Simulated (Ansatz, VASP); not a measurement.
# Two plane-wave programs on Ag

The input INCAR:

```
PREC = Accurate
ENCUT = 520
EDIFF = 1E-6
ISMEAR = -1
SIGMA = 0.05
LREAL = False
LASPH = True
NELM = 80
ALGO = Normal
ISIF = 2
LWAVE = False
LCHARG = False
GGA = PE
IVDW = 12
NBANDS = 12
```

Contents of KPOINTS:

```
Automatic mesh
0
Gamma
  11 11 11
```

The input POSCAR:

```
Ag
1.0
    0.0000000000      2.0010495236      2.0010495236
    2.0010495236      0.0000000000      2.0010495236
    2.0010495236      2.0010495236      0.0000000000
Ag
1
Direct
    0.0000000000      0.0000000000      0.0000000000
```

The input input.yaml:

```yaml
crystal:
  lattice:
    - [0.0, 2.0010495236, 2.0010495236]
    - [2.0010495236, 0.0, 2.0010495236]
    - [2.0010495236, 2.0010495236, 0.0]
  atoms:
    - { symbol: Ag, position: [0.0, 0.0, 0.0] }
hamiltonian:
  xc: pbe
  pseudopotentials: { kind: paw }
  dispersion: d3bj
kpoints:
  mp_grid: { grid: [11, 11, 11] }
scf:
  occupations: { method: fermi_dirac, width: 0.05 }
output:
  forces: true
  stress: true
  eigenvalues: true
```

Alike in both runs: task single point; functional PBE; dispersion D3(BJ); k mesh 11 × 11 × 11; occupations fermi-dirac, width 0.05 eV; no spin polarisation.

|  | VASP | Ansatz |
| --- | --- | --- |
| version | VASP 6.6.1 | Ansatz 0.2.0 |
| potentials or method | VASP PAW PBE potentials, release 64 (Ag) | Ansatz PAW |
| plane-wave cutoff (eV) | 520 | 420 |
| valence electrons in the cell | 11 | 19 |

```tsv
	VASP	Ansatz	Ansatz less VASP
gap on the k mesh at the Fermi level (eV)	none	none	-
pressure (GPa)	6.2	6.5	+0.27
```

A gap of «none» marks a metal or a gap that the smearing closes. VASP's potentials hold 11 valence electrons a cell and Ansatz's 19, so a difference there can come from the potentials and not from the codes.
